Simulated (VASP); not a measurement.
# TaN (P-6m2) in VASP: notebook, part 3 of 3

VASP 6.6.1.

## (4) Electric field gradients, PBE (equal xx and yy strain of +3 %)

INCAR

```
PREC = Accurate
ENCUT = 520
EDIFF = 1E-8
ISMEAR = -1
SIGMA = 0.02
LREAL = F
LASPH = T
NELM = 60
ALGO = Normal
ISIF = 2
LWAVE = F
LCHARG = F
GGA = PE
LEFG = T
NBANDS = 15
```

KPOINTS

```
Automatic mesh
0
Gamma
  12 12 10
```

POSCAR

```
TaN
1.0
    3.0261388241      0.0000000000      0.0000000000
   -1.5130694121      2.6207130971      0.0000000000
    0.0000000000      0.0000000000      2.8830000000
Ta N
1 1
Direct
    0.3333333333      0.6666666667      0.5000000000
    0.0000000000      0.0000000000      0.0000000000
```

Potentials or basis: VASP PAW PBE potentials, release 64 (Ta_pv, N).

Run with:

```
$ cat potpaw_PBE.64/Ta_pv/POTCAR potpaw_PBE.64/N/POTCAR > POTCAR
$ mpirun -np 1 vasp_std > vasp.out
```

OUTCAR:

```text
PREC = Accurate
   ENCUT = 520
   EDIFF = 1E-8
   ISMEAR = -1
   LREAL = F
   LASPH = T
   NELM = 60
   ISIF = 2
   GGA = PE

 ion  position               nearest neighbor table
   1  0.333  0.667  0.500-   2 2.27   2 2.27   2 2.27   2 2.27   2 2.27   2 2.27
   2  0.000  0.000  0.000-   1 2.27   1 2.27   1 2.27   1 2.27   1 2.27   1 2.27

  LATTYP: Found a hexagonal cell.
 ALAT       =     3.0261388241
 C/A-ratio  =     0.9526991878

  Lattice vectors:

 A1 = (   3.0261388241,   0.0000000000,   0.0000000000)
 A2 = (  -1.5130694121,   2.6207130971,   0.0000000000)
 A3 = (   0.0000000000,   0.0000000000,   2.8830000000)

Analysis of symmetry for initial positions (statically):
=====================================================================
 Subroutine PRICEL returns:
 Original cell was already a primitive cell.

 Routine SETGRP: Setting up the symmetry group for a
 hexagonal supercell.

 Subroutine GETGRP returns: Found 12 space group operations
 (whereof 12 operations were pure point group operations)
 out of a pool of 24 trial point group operations.

The static configuration has the point symmetry D_3h.

Analysis of symmetry for dynamics (positions and initial velocities):
=====================================================================
 Subroutine PRICEL returns:
 Original cell was already a primitive cell.

 Routine SETGRP: Setting up the symmetry group for a
 hexagonal supercell.

 Subroutine GETGRP returns: Found 12 space group operations
 (whereof 12 operations were pure point group operations)
 out of a pool of 24 trial point group operations.

The dynamic configuration has the point symmetry D_3h.

 Subroutine INISYM returns: Found 12 space group operations
 (whereof 12 operations are pure point group operations),
 and found     1 'primitive' translations

----------------------------------------------------------------------------------------

                                     Primitive cell

  volume of cell :      22.8640

  direct lattice vectors                    reciprocal lattice vectors
     3.026138824  0.000000000  0.000000000     0.330454106  0.190787767  0.000000000
    -1.513069412  2.620713097  0.000000000     0.000000000  0.381575534  0.000000000
     0.000000000  0.000000000  2.883000000     0.000000000  0.000000000  0.346860909

  length of vectors
     3.026138824  3.026138824  2.883000000     0.381575534  0.381575534  0.346860909

  position of ions in fractional coordinates (direct lattice)
     0.333333333  0.666666667  0.500000000
     0.000000000  0.000000000  0.000000000

  ion indices of the primitive-cell ions
   primitive index   ion index
                 1           1
                 2           2

----------------------------------------------------------------------------------------

 KPOINTS: Automatic mesh

Automatic generation of k-mesh.
 Grid dimensions read from file:
 generate k-points for:   12   12   10

 Generating k-lattice:

[... 80 lines left out ...]
     AMIX     =   0.40;   BMIX     =  1.00
     AMIX_MAG =   1.60;   BMIX_MAG =  1.00
  volume/ion in A,a.u.               =      11.43        77.15
  Fermi-wavevector in a.u.,A,eV,Ry     =   1.453440  2.746604 28.742150  2.112488
  Thomas-Fermi vector in A             =   2.570706
   LORBIT       =      0    0 simple, 1 ext, 2 COOP (PROOUT), +10 PAW based schemes
   GGA     = PE    functional components
   LHFCALC =     F    Hartree Fock is set to
   AEXX    =    0.0000 exact exchange contribution
   IVDW    =     0    specifies the selected vdW correction
   LEPSILON=     F    determine dielectric tensor
   LRPA    =     F    only Hartree local field effects (RPA)
 non-spin polarized calculation
  energy-cutoff  :      520.00
  volume of cell :       22.86
 maximum number of plane-waves:       634
 NGX is ok and might be reduce to    24
   NGX = 11   NGY = 11   NGZ = 11

 number of electron      15.9999999 magnetization

 Free energy of the ion-electron system (eV)
  ---------------------------------------------------
  ext. energy  EPLUGINS =         0.00000000
  ---------------------------------------------------
  free energy    TOTEN  =       -22.38325501 eV

  energy without entropy =      -22.38318015  energy(sigma->0) =      -22.38321758

 E-fermi :   7.7116     XC(G=0): -13.0187

 val. band max:        7.6989712039   @ k =   0.3333   0.3333   0.0000
 cond. band min:       7.8324243119   @ k =   0.0833   0.0000   0.5000
 fundamental gap:      0.1334531080
 Fermi energy:         7.7115861009

 k-point     1 :       0.0000    0.0000    0.0000
  band No.  band energies     occupation
      1     -27.2937      2.00000
      2     -27.1573      2.00000
      3     -27.1573      2.00000
      4      -9.7163      2.00000
      5       3.1261      2.00000
      6       3.1261      2.00000
      7       3.7738      2.00000
      8       4.9882      2.00000
      9       9.2085      0.00000
     10      11.1250      0.00000
     11      11.1250      0.00000
     12      11.3932      0.00000
     13      11.3932      0.00000
     14      20.4232      0.00000
[... 401 lines left out ...]
      2     -27.2991      2.00000
      3     -27.2810      2.00000
      4      -8.1824      2.00000
      5       0.3702      2.00000
      6       3.0335      2.00000
      7       3.9751      2.00000
      8       5.1168      2.00000
      9      10.1241      0.00000
     10      10.4165      0.00000
     11      11.8876      0.00000
     12      12.3139      0.00000
     13      14.1531      0.00000
     14      20.0814      0.00000
     15      20.8283      0.00000

 [... further k-points ...]

------------------------ aborting loop because EDIFF is reached ----------------------------------------

  FORCE on cell =-STRESS in cart. coord.  units (eV):
  Direction    XX          YY          ZZ          XY          YZ          ZX
  --------------------------------------------------------------------------------------
  -------------------------------------------------------------------------------------
  Total       -2.5625601     -2.5625601     -0.2765675      0.0000000      0.0000000      0.0000000
  in kB     -179.5691293   -179.5691293    -19.3802258      0.0000000      0.0000000      0.0000000
  external PRESSURE =    -126.1728281 kB  Pullay stress =       0.0000000 kB

 VOLUME and BASIS-vectors are now :
 -----------------------------------------------------------------------------
  energy-cutoff  :      520.00
  volume of cell :       22.86
      direct lattice vectors                 reciprocal lattice vectors
     3.026138824  0.000000000  0.000000000     0.330454106  0.190787767  0.000000000
    -1.513069412  2.620713097  0.000000000     0.000000000  0.381575534  0.000000000
     0.000000000  0.000000000  2.883000000     0.000000000  0.000000000  0.346860909

 POSITION                                       TOTAL-FORCE (eV/Angst)
 -----------------------------------------------------------------------------------
     -0.00000      1.74714      1.44150        -0.000000     -0.000000      0.000000
      0.00000      0.00000      0.00000         0.000000      0.000000      0.000000
 -----------------------------------------------------------------------------------
    total drift:                                0.000000     -0.000000     -0.000000

  FREE ENERGIE OF THE ION-ELECTRON SYSTEM (eV)
  ---------------------------------------------------
  free  energy   TOTEN  =       -22.3832550087 eV

  energy  without entropy=      -22.3831801455  energy(sigma->0) =      -22.38321758

 Electric field gradients (V/A^2)
---------------------------------------------------------------------
 ion       V_xx      V_yy      V_zz      V_xy      V_xz      V_yz
---------------------------------------------------------------------
   1      -3.807    -3.807     7.614    -0.000     0.000    -0.000
   2       2.038     2.039    -4.076     0.001    -0.000     0.000
---------------------------------------------------------------------

 Electric field gradients after diagonalization (V/A^2)
 (convention: |V_zz| > |V_xx| > |V_yy|)
----------------------------------------------------------------------
 ion       V_xx      V_yy      V_zz     asymmetry (V_yy - V_xx)/ V_zz
----------------------------------------------------------------------
   1      -3.807    -3.807     7.614       0.000
   2       2.039     2.037    -4.076       0.000
----------------------------------------------------------------------

           NMR quadrupolar parameters

 Cq : quadrupolar parameter    Cq=e*Q*V_zz/h
 eta: asymmetry parameters     (V_yy - V_xx)/ V_zz
 Q  : nuclear electric quadrupole moment in mb (millibarn)
----------------------------------------------------------------------
 ion       Cq(MHz)       eta       Q (mb)
----------------------------------------------------------------------
   1       0.018       0.000       1.000
   2      -0.010       0.000       1.000
----------------------------------------------------------------------
```

OSZICAR:

```text
N       E                     dE             d eps       ncg     rms          rms(c)
DAV:   1     0.910732995097E+02    0.91073E+02   -0.87769E+03  3420   0.112E+03
DAV:   2    -0.221039077900E+02   -0.11318E+03   -0.10672E+03  4162   0.302E+02
DAV:   3    -0.249684747035E+02   -0.28646E+01   -0.28517E+01  3917   0.450E+01
DAV:   4    -0.249806521953E+02   -0.12177E-01   -0.12175E-01  4372   0.322E+00
DAV:   5    -0.249807359262E+02   -0.83731E-04   -0.83729E-04  4015   0.246E-01    0.210E+01
DAV:   6    -0.225073162279E+02    0.24734E+01   -0.41442E+00  4330   0.237E+01    0.868E+00
DAV:   7    -0.224133670335E+02    0.93949E-01   -0.51480E-01  4092   0.627E+00    0.627E+00
DAV:   8    -0.223914715091E+02    0.21896E-01   -0.19624E-01  4113   0.375E+00    0.157E+00
DAV:   9    -0.223832522855E+02    0.82192E-02   -0.19476E-02  3840   0.114E+00    0.213E-01
DAV:  10    -0.223833005323E+02   -0.48247E-04   -0.11147E-03  4358   0.366E-01    0.967E-02
DAV:  11    -0.223832553393E+02    0.45193E-04   -0.56349E-05  3861   0.793E-02    0.156E-02
DAV:  12    -0.223832550262E+02    0.31307E-06   -0.71269E-06  4106   0.237E-02    0.322E-03
DAV:  13    -0.223832550665E+02   -0.40273E-07   -0.83276E-08  4113   0.262E-03    0.307E-03
DAV:  14    -0.223832550045E+02    0.61969E-07   -0.53523E-08  4071   0.193E-03    0.142E-04
DAV:  15    -0.223832550087E+02   -0.41443E-08   -0.18130E-09  1997   0.397E-04
   1 F= -.22383255E+02 E0= -.22383218E+02  d E =-.748632E-04
```

Wall time 16 s (1 thread of Intel Xeon Platinum 8559C (Emerald Rapids), shared host); peak memory 0.17 GiB.

What came out:

```
Free energy            : -22.3833 eV
Pressure               : -12.6 GPa
Band gap on the k mesh : zero (band 8 reaches 8.01 eV, above the bottom of band 9 at 7.61 eV)
```

Levels at points of the mesh, in eV from the Fermi level:
| k point | band 6 | band 7 | band 8 | band 9 | band 10 | band 11 |
| --- | --- | --- | --- | --- | --- | --- |
| (0.00, 0.00, 0.00) | -4.59 | -3.94 | -2.72 | 1.50 | 3.41 | 3.41 |
| (0.50, 0.00, 0.00) | -4.71 | -3.30 | -3.28 | 2.85 | 3.36 | 4.63 |
| (0.00, 0.00, 0.50) | -3.83 | -3.83 | -0.10 | -0.10 | 2.56 | 2.91 |
| (0.50, 0.00, 0.50) | -5.98 | -5.60 | -0.41 | 3.66 | 4.69 | 5.65 |

Electric field gradients, principal values (V/Å²):
| atom | least | middle | greatest (by size) |
| --- | --- | --- | --- |
| 1 Ta | -3.807 | -3.807 | 7.614 |
| 2 N | 2.037 | 2.039 | -4.076 |

Caveat: the cell differs from its parent crystal (equal xx and yy strain of +3 %); without QUAD_EFG the Cq values of the log hold for a quadrupole moment of 1 mb, not for the nuclei; spin-orbit coupling is left out, which moves the levels of the heavy elements.

## (5) Summary

| cell | gap on the mesh (eV) | pressure (GPa) |
| --- | --- | --- |
| a = 2.879, b = 2.879, c = 2.883 Å, angles 90.0, 90.0, 120.0°, 2 atoms | none | 20.8 |
| a = 2.967, b = 2.967, c = 2.883 Å, angles 90.0, 90.0, 120.0°, 2 atoms | none | -1.2 |
| a = 3.026, b = 3.026, c = 2.883 Å, angles 90.0, 90.0, 120.0°, 2 atoms | none | -12.6 |

Alike in all rows: task electric field gradients; level PBE; potentials or basis VASP PAW PBE potentials, release 64 (Ta_pv, N); no spin polarisation; k mesh 12 × 12 × 10; cutoff (eV) 520; smearing fermi-dirac 0.02 eV.

Caveats: spin-orbit coupling is left out, which moves the levels of the heavy elements.

Total energies depend on the potentials used, so only differences within one code and one set of settings carry meaning.
